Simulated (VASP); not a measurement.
# NbP (I4_1md) in VASP: single point with PBE

Aim: the single point of NbP with PBE.

All numbers are computed with VASP 6.6.1; they aren't measurements. Logs are shortened: lines on timing, memory, paths and dates and some standing lists are left out, and cuts for length are marked.

### 1 The cell of the first run

It takes space group I4_1md (No. 109, tetragonal). The conventional cell has a = 3.338 Å, b = 3.338 Å, c = 11.464 Å, α = 90.00°, β = 90.00°, γ = 90.00°. Within 3.4 Å of Nb (site symmetry 2mm) lie 6 P at 2.54 to 2.55 Å and 8 Nb at 3.32 to 3.34 Å. Within 3.4 Å of P (site symmetry 2mm) lie 6 Nb at 2.54 to 2.55 Å and 8 P at 3.32 to 3.34 Å.

### 2 Single point, PBE

The input, INCAR:

```
ALGO = Normal ; EDIFF = 1E-6
ENCUT = 520 ; GGA = PE
ISIF = 2 ; ISMEAR = -1
LASPH = T ; LCHARG = F
LREAL = F ; LWAVE = F
NBANDS = 26 ; NELM = 100
PREC = Accurate ; SIGMA = 0.02
```

The input, KPOINTS:

```
k-points
0
Gamma
  8 8 8
```

The input, POSCAR:

```
NbP
1.0
   -1.6691837428      1.6691837428      5.7320230940
    1.6691837428     -1.6691837428      5.7320230940
    1.6691837428      1.6691837428     -5.7320230940
Nb P
2 2
Direct
    0.7498223616      0.7498223616      0.0000000000
    0.4998223616      0.9998223616      0.5000000000
    0.3328062134      0.3328062134      0.0000000000
    0.0828062134      0.5828062134      0.5000000000
```

Potentials or basis: VASP PAW PBE potentials, release 64 (Nb_sv, P).

Launch:

```
$ cat potpaw_PBE.64/Nb_sv/POTCAR potpaw_PBE.64/P/POTCAR > POTCAR
$ mpirun -np 1 vasp_std > vasp.out
```

OUTCAR:

```text
EDIFF = 1E-6
   ENCUT = 520
   GGA = PE
   ISIF = 2
   ISMEAR = -1
   LASPH = T
   LREAL = F
   NELM = 100
   PREC = Accurate

 ion  position               nearest neighbor table
   1  0.750  0.750  0.000-   4 2.54   4 2.54   3 2.55   3 2.55   3 2.55   3 2.55
   2  0.500  1.000  0.500-   3 2.54   3 2.54   4 2.55   4 2.55   4 2.55   4 2.55
   3  0.333  0.333  0.000-   2 2.54   2 2.54   1 2.55   1 2.55   1 2.55   1 2.55
   4  0.083  0.583  0.500-   1 2.54   1 2.54   2 2.55   2 2.55   2 2.55   2 2.55

  LATTYP: Found a body centered tetragonal cell.
 ALAT       =     3.3383674856
 C/A-ratio  =     3.4340276310

  Lattice vectors:

 A1 = (  -1.6691837428,   1.6691837428,   5.7320230940)
 A2 = (   1.6691837428,  -1.6691837428,   5.7320230940)
 A3 = (   1.6691837428,   1.6691837428,  -5.7320230940)

Analysis of symmetry for initial positions (statically):
=====================================================================
 Subroutine PRICEL returns:
 Original cell was already a primitive cell.

 Routine SETGRP: Setting up the symmetry group for a
 body centered tetragonal supercell.

 Subroutine GETGRP returns: Found  8 space group operations
 (whereof  4 operations were pure point group operations)
 out of a pool of 16 trial point group operations.

The static configuration has the point symmetry C_2v.
 The point group associated with its full space group is C_4v.

Analysis of symmetry for dynamics (positions and initial velocities):
=====================================================================
 Subroutine PRICEL returns:
 Original cell was already a primitive cell.

 Routine SETGRP: Setting up the symmetry group for a
 body centered tetragonal supercell.

 Subroutine GETGRP returns: Found  8 space group operations
 (whereof  4 operations were pure point group operations)
 out of a pool of 16 trial point group operations.

The dynamic configuration has the point symmetry C_2v.
 The point group associated with its full space group is C_4v.

 Subroutine INISYM returns: Found  8 space group operations
 (whereof  4 operations are pure point group operations),
 and found     1 'primitive' translations

----------------------------------------------------------------------------------------

                                     Primitive cell

  volume of cell :      63.8817

  direct lattice vectors                    reciprocal lattice vectors
    -1.669183743  1.669183743  5.732023094     0.000000000  0.299547610  0.087229237
     1.669183743 -1.669183743  5.732023094     0.299547610  0.000000000  0.087229237
     1.669183743  1.669183743 -5.732023094     0.299547610  0.299547610  0.000000000

  length of vectors
     6.199067469  6.199067469  6.199067469     0.311989920  0.311989920  0.423624292

  position of ions in fractional coordinates (direct lattice)
     0.749822362  0.749822362  0.000000000
     0.499822362  0.999822362  0.500000000
     0.332806213  0.332806213  0.000000000
     0.082806213  0.582806213  0.500000000

  ion indices of the primitive-cell ions
   primitive index   ion index
                 1           1
                 2           2
                 3           3
                 4           4

----------------------------------------------------------------------------------------

 KPOINTS: k-points

Automatic generation of k-mesh.
 Grid dimensions read from file:
 generate k-points for:    8    8    8

 Generating k-lattice:

  Cartesian coordinates                     Fractional coordinates (reciprocal lattice)
     0.000000000  0.037443451  0.010903655     0.125000000  0.000000000  0.000000000
     0.037443451  0.000000000  0.010903655     0.000000000  0.125000000  0.000000000
     0.037443451  0.037443451  0.000000000     0.000000000  0.000000000  0.125000000

  Length of vectors
     0.038998740  0.038998740  0.052953036

  Shift w.r.t. Gamma in fractional coordinates (k-lattice)
     0.000000000  0.000000000  0.000000000

 Subroutine IBZKPT returns following result:
 ===========================================

 Found     59 irreducible k-points:

 Following reciprocal coordinates:
            Coordinates               Weight
  0.000000  0.000000  0.000000      1.000000
  0.125000  0.000000  0.000000      8.000000
  0.250000  0.000000  0.000000      8.000000
  0.375000  0.000000 -0.000000      8.000000
  0.500000  0.000000  0.000000      4.000000
  0.125000  0.125000  0.000000      8.000000
[... 16 lines left out ...]
  0.250000  0.125000  0.125000     16.000000
  0.375000  0.125000  0.125000      8.000000
 [... further k-points ...]
   k-points           NKPTS =     59   k-points in BZ     NKDIM =     59   number of bands    NBANDS=     26
   number of dos      NEDOS =    301   number of ions     NIONS =      4
   total plane-waves  NPLWV = 110592
   dimension x,y,z NGX =    48 NGY =   48 NGZ =   48
   dimension x,y,z NGXF=    96 NGYF=   96 NGZF=   96
   ions per type =               2   2
   NGX,Y,Z   is equivalent  to a cutoff of  12.87, 12.87, 12.87 a.u.
   NGXF,Y,Z  is equivalent  to a cutoff of  25.75, 25.75, 25.75 a.u.
 SYSTEM =  unknown system
   PREC   = accura    normal or accurate (medium, high low for compatibility)
   ISTART =      0    job   : 0-new  1-cont  2-samecut
   ICHARG =      2    charge: 1-file 2-atom 10-const
   ISPIN  =      1    spin polarized calculation?
   LNONCOLLINEAR =      F non collinear calculations
   LSORBIT =      F    spin-orbit coupling
   LASPH  =      T    aspherical Exc in radial PAW
   ENCUT  =  520.0 eV  38.22 Ry    6.18 a.u.  11.53 11.53 11.53*2*pi/ulx,y,z
   NELM   =    100;   NELMIN=  2; NELMDL= -5     # of ELM steps
   EDIFF  = 0.1E-05   stopping-criterion for ELM
   LREAL  =      F    real-space projection
   EDIFFG = 0.1E-04   stopping-criterion for IOM
   NSW    =      0    number of steps for IOM
   IBRION =     -1    ionic relax: 0-MD 1-quasi-New 2-CG
   NFREE  =      0    steps in history (QN), initial steepest desc. (CG)
   ISIF   =      2    stress and relaxation
   ISYM   =      2    0-nonsym 1-usesym 2-fastsym
   POTIM  = 0.5000    time-step for ionic-motion
   TEBEG  =    0.0;   TEEND  =   0.0 temperature during run
   PSTRESS=    0.0 pullay stress
   NELECT =      36.0000    total number of electrons
   NUPDOWN=      -1.0000    fix difference up-down
   EMIN   =  10.00;   EMAX   =-10.00  energy-range for DOS
   EFERMI =   0.00;   METHOD = LEGACY
   ISMEAR =    -1;   SIGMA  =   0.02  broadening in eV -4-tet -1-fermi 0-gaus
   EFERMI_NEDOS =   21; number of points for ismear=-14 and -15
   IALGO  =     38    algorithm
   IMIX   =      4    mixing-type and parameters
     AMIX     =   0.40;   BMIX     =  1.00
     AMIX_MAG =   1.60;   BMIX_MAG =  1.00
  volume/ion in A,a.u.               =      15.97       107.77
  Fermi-wavevector in a.u.,A,eV,Ry     =   1.352229  2.555342 24.878571  1.828523
  Thomas-Fermi vector in A             =   2.479585
   LORBIT       =      0    0 simple, 1 ext, 2 COOP (PROOUT), +10 PAW based schemes
   GGA     = PE    functional components
   LHFCALC =     F    Hartree Fock is set to
   AEXX    =    0.0000 exact exchange contribution
   IVDW    =     0    specifies the selected vdW correction
   LEPSILON=     F    determine dielectric tensor
   LRPA    =     F    only Hartree local field effects (RPA)
 non-spin polarized calculation
  energy-cutoff  :      520.00
  volume of cell :       63.88
 maximum number of plane-waves:      1736
 NGX is ok and might be reduce to    48
   NGX = 23   NGY = 23   NGZ = 23

 number of electron      36.0000000 magnetization

 Free energy of the ion-electron system (eV)
  ---------------------------------------------------
  ext. energy  EPLUGINS =         0.00000000
  ---------------------------------------------------
  free energy    TOTEN  =       -35.30557910 eV

  energy without entropy =      -35.30440282  energy(sigma->0) =      -35.30499096

 E-fermi :  10.6635     XC(G=0): -12.0284

 val. band max:       10.6287328332   @ k =  -0.2500   0.2500   0.2500
 cond. band min:      10.6729818261   @ k =  -0.2500   0.5000   0.2500
 fundamental gap:      0.0442489930
 Fermi energy:        10.6635091210

 k-point     1 :       0.0000    0.0000    0.0000
  band No.  band energies     occupation
      1     -44.2623      2.00000
      2     -44.2244      2.00000
      3     -20.5316      2.00000
      4     -20.3241      2.00000
      5     -20.3241      2.00000
      6     -20.1810      2.00000
[... 18 lines left out ...]
     25      14.7806      0.00000
     26      14.7806      0.00000

 k-point     2 :       0.1250    0.0000    0.0000
  band No.  band energies     occupation
      1     -44.2586      2.00000
      2     -44.2229      2.00000
      3     -20.5176      2.00000
      4     -20.3654      2.00000
      5     -20.3207      2.00000
      6     -20.2220      2.00000
[... 18 lines left out ...]
     25      14.9217      0.00000
     26      15.4673      0.00000

 k-point     3 :       0.2500    0.0000    0.0000
  band No.  band energies     occupation
      1     -44.2492      2.00000
      2     -44.2195      2.00000
      3     -20.5069      2.00000
      4     -20.4398      2.00000
      5     -20.3126      2.00000
      6     -20.3104      2.00000
[... 18 lines left out ...]
     25      15.4354      0.00000
     26      16.5995      0.00000

 k-point     4 :       0.3750    0.0000   -0.0000
  band No.  band energies     occupation
      1     -44.2391      2.00000
      2     -44.2169      2.00000
      3     -20.5849      2.00000
      4     -20.4439      2.00000
      5     -20.3665      2.00000
      6     -20.3044      2.00000
[... 18 lines left out ...]
     25      15.1930      0.00000
     26      17.0279      0.00000

 k-point     5 :       0.5000    0.0000    0.0000
  band No.  band energies     occupation
      1     -44.2345      2.00000
      2     -44.2162      2.00000
      3     -20.6244      2.00000
      4     -20.4640      2.00000
      5     -20.3581      2.00000
      6     -20.3009      2.00000
[... 18 lines left out ...]
     25      15.5192      0.00000
     26      16.8512      0.00000

 k-point     6 :       0.1250    0.1250    0.0000
  band No.  band energies     occupation
      1     -44.2542      2.00000
      2     -44.2220      2.00000
      3     -20.4982      2.00000
      4     -20.3684      2.00000
      5     -20.3564      2.00000
      6     -20.2224      2.00000
[... 427 lines left out ...]
 k-point    21 :       0.5000    0.5000    0.0000
  band No.  band energies     occupation
      1     -44.2080      2.00000
      2     -44.2080      2.00000
      3     -20.5747      2.00000
      4     -20.5747      2.00000
      5     -20.4074      2.00000
      6     -20.4074      2.00000
[... 18 lines left out ...]
     25      16.4727      0.00000
     26      17.3119      0.00000

 k-point    22 :       0.1250    0.1250    0.1250
  band No.  band energies     occupation
      1     -44.2377      2.00000
      2     -44.2134      2.00000
      3     -20.4849      2.00000
      4     -20.4626      2.00000
      5     -20.3962      2.00000
      6     -20.3053      2.00000
[... 18 lines left out ...]
     25      15.3224      0.00000
     26      16.3839      0.00000

 k-point    23 :       0.2500    0.1250    0.1250
  band No.  band energies     occupation
      1     -44.2278      2.00000
      2     -44.2108      2.00000
      3     -20.5610      2.00000
      4     -20.4589      2.00000
      5     -20.4013      2.00000
      6     -20.3442      2.00000
[... 18 lines left out ...]
     25      15.5651      0.00000
     26      16.5881      0.00000

 k-point    24 :       0.3750    0.1250    0.1250
  band No.  band energies     occupation
      1     -44.2232      2.00000
      2     -44.2102      2.00000
      3     -20.5995      2.00000
      4     -20.4584      2.00000
      5     -20.4218      2.00000
      6     -20.3324      2.00000
[... 18 lines left out ...]
     25      15.4473      0.00000
     26      16.6575      0.00000

 [... further k-points ...]
[... 5 lines left out ...]
  --------------------------------------------------------------------------------------
  -------------------------------------------------------------------------------------
  Total        0.1371829      0.1371829     -0.0415272      0.0000000      0.0000000      0.0000000
  in kB        3.4406023      3.4406023     -1.0415191      0.0000000      0.0000000      0.0000000
  external PRESSURE =       1.9465618 kB  Pullay stress =       0.0000000 kB

 VOLUME and BASIS-vectors are now :
 -----------------------------------------------------------------------------
  energy-cutoff  :      520.00
  volume of cell :       63.88
      direct lattice vectors                 reciprocal lattice vectors
    -1.669183743  1.669183743  5.732023094     0.000000000  0.299547610  0.087229237
     1.669183743 -1.669183743  5.732023094     0.299547610  0.000000000  0.087229237
     1.669183743  1.669183743 -5.732023094     0.299547610  0.299547610  0.000000000

 POSITION                                       TOTAL-FORCE (eV/Angst)
 -----------------------------------------------------------------------------------
      0.00000      0.00000      8.59600         0.000000     -0.000000      0.024751
      1.66918      0.00000      5.72999        -0.000000      0.000000      0.024751
      0.00000      0.00000      3.81531        -0.000000      0.000000     -0.024751
      1.66918      0.00000      0.94929         0.000000     -0.000000     -0.024751
 -----------------------------------------------------------------------------------
    total drift:                               -0.000000     -0.000000      0.000166

  FREE ENERGIE OF THE ION-ELECTRON SYSTEM (eV)
  ---------------------------------------------------
  free  energy   TOTEN  =       -35.3055790987 eV

  energy  without entropy=      -35.3044028160  energy(sigma->0) =      -35.30499096
```

It took 9.7 min on 1 thread of AMD EPYC 7R13, shared host; peak memory 0.33 GiB.

What came out:

```
Free energy            : -35.3056 eV
Pressure               : 0.2 GPa
Largest force          : 0.025 eV/Å
Band gap on the k mesh : zero (band 18 reaches 10.67 eV, above the bottom of band 19 at 10.63 eV)
```

Forces in eV/Å, atoms in the order of the input:
```
Nb   0.000  0.000  0.025
Nb   0.000  0.000  0.025
P    0.000  0.000 -0.025
P    0.000  0.000 -0.025
```

Stress tensor (GPa, compression positive):
```
 0.34  0.00  0.00
 0.00  0.34  0.00
 0.00  0.00 -0.10
```
